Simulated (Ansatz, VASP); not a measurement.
## One calculation of HC18Cl, two programs

```xyz
20
Lattice="7.3980 0.0000 0.0000 -3.6990 6.4069 0.0000 0.0000 0.0000 11.0000" Properties=species:S:1:pos:R:3 pbc="T T T"
C     0.0463    0.0266    0.9837
C     1.2696    0.7329    0.9849
C    -1.1997    2.1577    0.9869
C     0.0473    2.8778    0.9869
C    -2.4302    4.3075    0.9832
C    -1.1990    5.0182    0.9828
C     2.5012    0.0213    0.9822
C     3.7469    0.7420    0.9857
C     1.2689    2.1737    0.9865
C     2.5000    2.8832    0.9868
C     0.0478    4.2986    0.9863
C     1.2688    5.0035    0.9866
C     4.9676    0.0363    0.9865
C     6.1975    0.7477    0.9861
C     3.7468    2.1629    0.9869
C     4.9678    2.8680    0.9867
C     2.4992    4.2931    0.9858
C     3.7460    5.0118    0.9824
Cl    1.1004   -0.2067    4.5150
H     0.9702    0.1557    3.2780
```

Alike in both runs: functional PBE; dispersion D3(BJ); k mesh 2 × 2 × 1; occupations gaussian, width 0.02 eV; no spin polarisation.

Ansatz relaxed the structure, and its values are those at the end. VASP's run is a single point on that final structure, the one shown.

|  | VASP | Ansatz |
| --- | --- | --- |
| version | VASP 6.6.1 | Ansatz 0.2.0 |
| potentials or method | VASP PAW PBE potentials, release 64 (C, Cl, H), cutoff 520 eV | scalar-relativistic, plane waves, PAW |
| valence electrons in the cell | 80 | 80 |

```csv
,VASP,Ansatz,Ansatz less VASP
rms of the force components (eV/Å),0.020,0.002,-0.0181
```

The k mesh is coarse, so the values compare programs but aren't converged.
